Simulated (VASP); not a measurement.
# Cu: relaxation of cell and atoms with r2SCAN

Crystal: Cu.

```
Cu
1.0
     0.00000    1.81000    1.81000
     1.81000    0.00000    1.81000
     1.81000    1.81000    0.00000
Cu
1
Direct
  0.00000 0.00000 0.00000
```

```yaml
Program: VASP 6.6.1
Task: relaxation of cell and atoms
Functional: r2SCAN
Potentials_or_basis: VASP PAW PBE potentials, release 64 (Cu)
Cutoff: 660 eV
k_mesh: 12 × 12 × 12
Occupations: fermi-dirac, width 0.1 eV
Spin: no spin polarisation
Target_pressure: 5 GPa
Dipole_correction: no
Further_INCAR_settings: ALGO = Normal; EDIFF = 1e-07; IBRION = 2; EDIFFG = -0.03; NSW = 80; ISIF = 3
```

- Relaxed volume: 11.16 Å³/atom
- Relaxed cell: a = 2.509 Å, b = 2.509 Å, c = 2.509 Å, α = 60.00°, β = 60.00°, γ = 60.00°
- Space group after relaxing (to 0.1 Å): Fm-3m (No. 225)
- Energy change on relaxing (the run minimises the enthalpy): -1.3 meV/atom
- Ionic steps: 3
- Pressure after relaxing: 4.8 GPa
- Band gap on the k mesh: zero (an odd number of electrons rules out a gap without spin polarisation)

The path:
```tsv
step	energy change (eV)	largest force (eV/Å)	pressure (GPa)	volume (Å³)
1	0.0000	0.0000	-5.01	11.86
2	0.0308	0.0000	14.84	10.63
3	-0.0013	0.0000	4.78	11.16
```

Final structure:
```xyz
1
Lattice="0.0000 1.7738 1.7738 1.7738 0.0000 1.7738 1.7738 1.7738 0.0000" Properties=species:S:1:pos:R:3 pbc="T T T"
Cu    0.0000    0.0000    0.0000
```

Levels at points of the mesh, in eV from the Fermi level:
```tsv
k point	band 4	band 5	band 6	band 7	band 8	band 9
(0.00, 0.00, 0.00)	-3.27	-2.38	-2.38	23.90	27.39	27.39
(0.50, 0.00, 0.00)	-1.74	-1.74	-1.17	4.32	22.38	24.12
(0.50, 0.50, 0.00)	-1.57	-1.57	1.60	7.89	14.28	14.28
```

It took 53 s on 1 thread of Intel(R) Xeon(R) 6975P-C (Granite Rapids) (shared host), peak memory 0.16 GiB.

Caveat: the cell is relaxed towards a set pressure, so the run minimises the enthalpy, not the energy; the PAW data sets were made with another functional, which shifts forces and pressure a little.
